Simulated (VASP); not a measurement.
# HfN (Cmcm) in VASP: a series of runs, part 2 of 3

VASP 6.6.1. Earlier steps stand in the parts before.

## (3) Single point, PBEsol (mode 4 frozen in at +0.000 Å and mode 11 at -0.067 Å (largest displacements))

Input file INCAR:

```
SYSTEM = HfN
PREC = Accurate
ENCUT = 520
EDIFF = 1E-6
ISMEAR = 0
SIGMA = 0.15
LREAL = .False.
LASPH = .True.
NELM = 100
ALGO = Normal
ISIF = 2
LWAVE = .False.
LCHARG = .True.
GGA = PS
LELF = .True.
LVHAR = .True.
NBANDS = 23
```

Input file KPOINTS:

```
regular mesh
0
Gamma
  14 14 10
  0 0 0
```

Input file POSCAR:

```
HfN
1.0
    0.0000000000     -2.2508000098     -2.2508000098
    0.0000000000      2.2508000098     -2.2508000098
    4.5016000196      0.0000000000      0.0000000000
Hf N
2 2
Direct
    0.5006374730      0.4993625270      0.5000000000
   -0.0006374730      0.0006374730      0.0000000000
    0.5148835969      0.4851164031      0.0000000000
   -0.0148835969      0.0148835969      0.5000000000
```

Potentials or basis: VASP PAW PBE potentials, release 64 (Hf_pv, N).

Run with:

```sh
> cat potpaw_PBE.64/Hf_pv/POTCAR potpaw_PBE.64/N/POTCAR > POTCAR
> mpirun -np 1 vasp_std > vasp.out
```

OUTCAR:

```text
SYSTEM = HfN
   PREC = Accurate
   ENCUT = 520
   EDIFF = 1E-6
   ISMEAR = 0
   LREAL = .False.
   LASPH = .True.
   NELM = 100
   ISIF = 2
   GGA = PS

 ion  position               nearest neighbor table
   1  0.501  0.499  0.500-   4 2.18   3 2.25   3 2.25   4 2.25   4 2.25   4 2.32   2 3.18   2 3.18
                             2 3.18   2 3.18   2 3.18   2 3.18   2 3.19   2 3.19
   2  0.999  0.001  0.000-   3 2.18   4 2.25   4 2.25   3 2.25   3 2.25   3 2.32   1 3.18   1 3.18
                             1 3.18   1 3.18   1 3.18   1 3.18   1 3.19   1 3.19
   3  0.515  0.485  0.000-   2 2.18   1 2.25   1 2.25   2 2.25   2 2.25   2 2.32
   4  0.985  0.015  0.500-   1 2.18   2 2.25   2 2.25   1 2.25   1 2.25   1 2.32

  LATTYP: Found a simple tetragonal cell.
 ALAT       =     3.1831119000
 C/A-ratio  =     1.4142135624

  Lattice vectors:

 A1 = (   0.0000000000,  -2.2508000098,  -2.2508000098)
 A2 = (   0.0000000000,   2.2508000098,  -2.2508000098)
 A3 = (   4.5016000196,   0.0000000000,   0.0000000000)

Analysis of symmetry for initial positions (statically):
=====================================================================
 Subroutine PRICEL returns:
 Original cell was already a primitive cell.

 Routine SETGRP: Setting up the symmetry group for a
 simple tetragonal supercell.

 Subroutine GETGRP returns: Found  8 space group operations
 (whereof  4 operations were pure point group operations)
 out of a pool of 16 trial point group operations.

The static configuration has the point symmetry C_2v.
 The point group associated with its full space group is D_2h.

Analysis of symmetry for dynamics (positions and initial velocities):
=====================================================================
 Subroutine PRICEL returns:
 Original cell was already a primitive cell.

 Routine SETGRP: Setting up the symmetry group for a
 simple tetragonal supercell.

 Subroutine GETGRP returns: Found  8 space group operations
 (whereof  4 operations were pure point group operations)
 out of a pool of 16 trial point group operations.
[... 120 lines left out ...]
   EFERMI =   0.00;   METHOD = LEGACY
   ISMEAR =     0;   SIGMA  =   0.15  broadening in eV -4-tet -1-fermi 0-gaus
   EFERMI_NEDOS =   21; number of points for ismear=-14 and -15
   IALGO  =     38    algorithm
   IMIX   =      4    mixing-type and parameters
     AMIX     =   0.40;   BMIX     =  1.00
     AMIX_MAG =   1.60;   BMIX_MAG =  1.00
  volume/ion in A,a.u.               =      11.40        76.95
  Fermi-wavevector in a.u.,A,eV,Ry     =   1.423721  2.690443 27.578773  2.026983
  Thomas-Fermi vector in A             =   2.544289
   LORBIT       =      0    0 simple, 1 ext, 2 COOP (PROOUT), +10 PAW based schemes
   GGA     = PS    functional components
   LHFCALC =     F    Hartree Fock is set to
   AEXX    =    0.0000 exact exchange contribution
   IVDW    =     0    specifies the selected vdW correction
   LEPSILON=     F    determine dielectric tensor
   LRPA    =     F    only Hartree local field effects (RPA)
 non-spin polarized calculation
 Gauss-broadening in eV      SIGMA  =   0.15
  energy-cutoff  :      520.00
  volume of cell :       45.61
 maximum number of plane-waves:      1272
   NGX = 11   NGY = 11   NGZ = 17

 number of electron      29.9999996 magnetization

 Free energy of the ion-electron system (eV)
  ---------------------------------------------------
  ext. energy  EPLUGINS =         0.00000000
  ---------------------------------------------------
  free energy    TOTEN  =       -45.92697765 eV

  energy without entropy =      -45.91230758  energy(sigma->0) =      -45.91964262

 E-fermi :   8.2924     XC(G=0): -12.9490

 val. band max:        8.2863604371   @ k =   0.0714   0.0714   0.1000
 cond. band min:       8.3043399988   @ k =  -0.2143   0.4286   0.2000
 fundamental gap:      0.0179795617
 Fermi energy:         8.2923864307

 k-point     1 :       0.0000    0.0000    0.0000
  band No.  band energies     occupation
      1     -23.5511      2.00000
      2     -23.0480      2.00000
      3     -23.0391      2.00000
      4     -22.7220      2.00000
      5     -22.7156      2.00000
      6     -22.7151      2.00000
[... 613 lines left out ...]
     22      13.8382      0.00000
     23      13.9009      0.00000

 [... further k-points ...]
[... 5 lines left out ...]
  --------------------------------------------------------------------------------------
  -------------------------------------------------------------------------------------
  Total       -0.6992089     -0.0148347     -0.5617399      0.0000000      0.0000000      0.0000000
  in kB      -24.5610443     -0.5210962    -19.7321825      0.0000000      0.0000000      0.0000000
  external PRESSURE =     -14.9381076 kB  Pullay stress =       0.0000000 kB

 VOLUME and BASIS-vectors are now :
 -----------------------------------------------------------------------------
  energy-cutoff  :      520.00
  volume of cell :       45.61
      direct lattice vectors                 reciprocal lattice vectors
     0.000000000 -2.250800010 -2.250800010     0.000000000 -0.222143237 -0.222143237
     0.000000000  2.250800010 -2.250800010     0.000000000  0.222143237 -0.222143237
     4.501600020  0.000000000  0.000000000     0.222143237  0.000000000  0.000000000

 POSITION                                       TOTAL-FORCE (eV/Angst)
 -----------------------------------------------------------------------------------
      2.25080     -0.00287     -2.25080         0.000000      0.486697      0.000000
      0.00000     -2.24793     -2.25080         0.000000     -0.486697      0.000000
      0.00000     -0.06700     -2.25080         0.000000      0.907079      0.000000
      2.25080     -2.18380     -2.25080         0.000000     -0.907079      0.000000
 -----------------------------------------------------------------------------------
    total drift:                               -0.000000      0.000000     -0.000000

  FREE ENERGIE OF THE ION-ELECTRON SYSTEM (eV)
  ---------------------------------------------------
  free  energy   TOTEN  =       -45.9269776481 eV

  energy  without entropy=      -45.9123075843  energy(sigma->0) =      -45.91964262
```

OSZICAR:

```text
N       E                     dE             d eps       ncg     rms          rms(c)
DAV:   1     0.117780360312E+03    0.11778E+03   -0.16392E+04 15732   0.130E+03
DAV:   2    -0.446759324384E+02   -0.16246E+03   -0.15365E+03 20363   0.318E+02
DAV:   3    -0.513439351666E+02   -0.66680E+01   -0.66055E+01 20517   0.522E+01
DAV:   4    -0.513995824604E+02   -0.55647E-01   -0.55593E-01 18084   0.525E+00
DAV:   5    -0.514002574990E+02   -0.67504E-03   -0.67481E-03 20928   0.479E-01    0.730E+01
DAV:   6    -0.461270947622E+02    0.52732E+01   -0.24944E+01 18427   0.255E+01    0.581E+01
DAV:   7    -0.459692578757E+02    0.15784E+00   -0.16183E+00 18742   0.762E+00    0.285E+01
DAV:   8    -0.459364307023E+02    0.32827E-01   -0.12617E-01 19609   0.249E+00    0.521E+00
DAV:   9    -0.459279655638E+02    0.84651E-02   -0.43304E-02 19239   0.116E+00    0.335E+00
DAV:  10    -0.459272036454E+02    0.76192E-03   -0.80755E-03 19245   0.566E-01    0.116E+00
DAV:  11    -0.459269763395E+02    0.22731E-03   -0.96624E-04 19232   0.204E-01    0.341E-02
DAV:  12    -0.459269775906E+02   -0.12510E-05   -0.52439E-05 19633   0.494E-02    0.103E-01
DAV:  13    -0.459269776481E+02   -0.57529E-07   -0.19600E-06 15099   0.930E-03
   1 F= -.45926978E+02 E0= -.45919643E+02  d E =-.146701E-01
```

stdout:

```text
POSCAR found type information on POSCAR HfN
 POSCAR found :  2 types and       4 ions
 scaLAPACK will be used
 -----------------------------------------------------------------------------
|                                                                             |
|                                                                             |
|     You enforced a specific xc type in the INCAR file but a different       |
|     I HOPE YOU KNOW WHAT YOU ARE DOING!                                     |
|                                                                             |
 -----------------------------------------------------------------------------

 LDA part: xc-table for (Slater+PW92), standard interpolation
 POSCAR, INCAR and KPOINTS ok, starting setup
 FFT: planning ... GRIDC
 FFT: planning ... GRID_SOFT
 FFT: planning ... GRID
 WAVECAR not read
 entering main loop
```

Wall time 86 s (1 thread of Intel Xeon 6975P-C (Granite Rapids), shared host); peak memory 0.4 GiB.

What came out:

```yaml
Free_energy: -45.9270 eV
Pressure: -1.5 GPa
Largest_force: 0.907 eV/Å
Band_gap_on_the_k_mesh: zero (band 15 reaches 11.63 eV, above the bottom of band 16 at 5.04 eV)
```

Forces in eV/Å, atoms in the order of the input:
```
Hf   0.000  0.487  0.000
Hf   0.000 -0.487  0.000
N    0.000  0.907  0.000
N    0.000 -0.907  0.000
```

Stress tensor (GPa, compression positive):
```
-2.46  0.00  0.00
 0.00 -0.05  0.00
 0.00  0.00 -1.97
```

Levels at points of the mesh, in eV from the Fermi level:
```tsv
k point	band 13	band 14	band 15	band 16	band 17	band 18
(0.00, 0.00, 0.00)	-3.02	-2.99	-2.71	-0.37	-0.36	-0.31
(0.50, 0.00, 0.00)	-5.52	-5.15	1.48	2.01	2.29	2.31
(0.50, 0.50, 0.00)	-3.66	-3.66	-3.65	-3.25	4.10	4.16
(0.00, 0.00, 0.50)	-3.86	-3.86	-2.36	-2.36	2.74	2.74
(0.50, 0.00, 0.50)	-6.22	-6.22	3.34	3.34	3.75	3.75
(0.50, 0.50, 0.50)	-5.42	-5.42	1.10	1.10	1.14	1.14
```

Caveat: the cell differs from its parent crystal (mode 4 frozen in at +0.000 Å and mode 11 at -0.067 Å (largest displacements)); the PAW data sets were made with another functional, which shifts forces and pressure a little; spin-orbit coupling is left out, which moves the levels of the heavy elements.

(Continued in part 3 of 3.)
